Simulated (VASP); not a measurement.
Here is a VASP 6.6.1 calculation.

The input INCAR:

```
SYSTEM = K
ALGO = Normal
DIPOL = 0.5 0.5 0.496
EDIFF = 1E-6
ENCUT = 520
GGA = PE
IDIPOL = 3
ISIF = 2
ISMEAR = 0
LASPH = .TRUE.
LCHARG = .FALSE.
LDIPOL = .TRUE.
LREAL = .FALSE.
LWAVE = .FALSE.
NBANDS = 30
NELM = 80
PREC = Accurate
SIGMA = 0.1
```

File KPOINTS:

```
k-points
0
G
  6 4 1
  0 0 0
```

Contents of POSCAR:

```
K
1.0
    4.7968325400      0.0000000000      0.0000000000
    0.0000000000      6.7837456400      0.0000000000
    0.0000000000      0.0000000000     29.5936650341
K
5
Direct
    0.5000000000      0.5000000000      0.3379101571
    0.0000000000      0.0000000000      0.4189550785
    0.5000000000      0.5000000000      0.4953872784
    0.0000000000      0.0000000000      0.5754721242
    0.5000000000      0.5000000000      0.6508597506
```

Potentials or basis: VASP PAW PBE potentials, release 64 (K_sv).

Command:

```bash
$ cat potpaw_PBE.64/K_sv/POTCAR > POTCAR
$ mpirun -np 1 vasp_std > vasp.out
```

**Question.** Estimate the band gap on the k mesh.

**Answer.** Zero (an odd number of electrons rules out a gap without spin polarisation).

**Question.** Predict the largest force.

**Answer.** 0.030 eV/Å.

Forces on the atoms (eV/Å):
```
K    0.000  0.000  0.025
K    0.000  0.000 -0.030
K    0.000  0.000  0.003
K    0.000  0.000  0.002
K    0.000  0.000  0.000
```
